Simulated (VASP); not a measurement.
A run of VASP 6.6.1:

POSCAR

```
SnSe
1.0
    0.0000000000      3.3639842963      3.3639842963
    3.3639842963      0.0000000000      3.3639842963
    3.3639842963      3.3639842963      0.0000000000
Sn Se
1 1
Direct
    0.0000000000      0.0000000000      0.0000000000
    0.2500000000      0.2500000000      0.2500000000
```

Contents of INCAR.step1:

```
  ALGO = Normal
  EDIFF = 1E-5
  ENCUT = 520
  GGA = PE
  ISIF = 2
  ISMEAR = -1
  LASPH = True
  LCHARG = False
  LREAL = False
  LWAVE = True
  NBANDS = 17
  NELM = 60
  PREC = Accurate
  SIGMA = 0.02
```

The input INCAR.step2:

```
  ALGO = Normal
  EDIFF = 1E-6
  ENCUT = 520
  GGA = PE
  HFSCREEN = 0.2079
  ISIF = 2
  ISMEAR = -1
  ISTART = 1
  LASPH = True
  LCHARG = False
  LHFCALC = True
  LREAL = False
  LWAVE = False
  NBANDS = 17
  NELM = 60
  PREC = Accurate
  PRECFOCK = Normal
  SIGMA = 0.02
```

KPOINTS

```
k-points
0
Gamma
  4 4 4
```

Potentials or basis: VASP PAW PBE potentials, release 64 (Sn_d, Se).

The run is started by

```console
$ cat potpaw_PBE.64/Sn_d/POTCAR potpaw_PBE.64/Se/POTCAR > POTCAR
$ cp INCAR.step1 INCAR
$ mpirun -np 1 vasp_std > vasp.out
$ cp INCAR.step2 INCAR
$ mpirun -np 1 vasp_std > vasp.out
```

Hardware: 1 thread of AMD EPYC 7R13 Processor (Zen 3), on a shared host.

**Question.** Estimate the wall time of this run.

**Answer.** It took 15 min on 1 thread of AMD EPYC 7R13 Processor (Zen 3), on a shared host, peak memory 0.3 GiB. Counts: k points 8.
